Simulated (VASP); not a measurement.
Crystal: Yb.

```
Yb
1.0
     0.00000    2.74310    2.74310
     2.74310    0.00000    2.74310
     2.74310    2.74310    0.00000
Yb
1
Cartesian
  0.0000 0.0000 0.0000
```

```yaml
Program: VASP 6.6.1
Task: relaxation of cell and atoms
Functional: LDA
Potentials_or_basis: VASP PAW PBE potentials, release 64 (Yb)
Cutoff: 600 eV
k_mesh: 10 × 10 × 10
Occupations: fermi-dirac, width 0.1 eV
Spin: no spin polarisation
```

At the start: pressure -4.6 GPa; volume 41.28 Å³/atom.

How do energy, volume and symmetry change on relaxing?

Over 6 steps the energy falls by 221.0 meV/atom and the volume is 29.80 Å³/atom (-27.8 %); space group Fm-3m (No. 225, to 0.05 Å).

The path:
| step | energy change (eV) | largest force (eV/Å) | pressure (GPa) | volume (Å³) |
| --- | --- | --- | --- | --- |
| 1 | 0.0000 | 0.0000 | -4.61 | 41.28 |
| 2 | -0.1660 | 0.0000 | -2.87 | 34.59 |
| 3 | -0.2133 | 0.0000 | -1.18 | 31.28 |
| 4 | -0.1591 | 0.0000 | 5.76 | 25.31 |
| 5 | -0.2205 | 0.0000 | -0.09 | 30.00 |
| 6 | -0.2210 | 0.0000 | -0.02 | 29.80 |

Final structure:
```xyz
1
Lattice="0.0000 2.4606 2.4606 2.4606 0.0000 2.4606 2.4606 2.4606 0.0000" Properties=species:S:1:pos:R:3 pbc="T T T"
Yb    2.4606    2.4606    0.0000
```

Caveat: the electronic state changed during the relaxation; the volume moved by over 15 % at a fixed basis, so the end points are rough; the PAW data sets were made with another functional, which shifts forces and pressure a little; the volume moved by -28 % from the deposited cell, more than functionals usually miss.
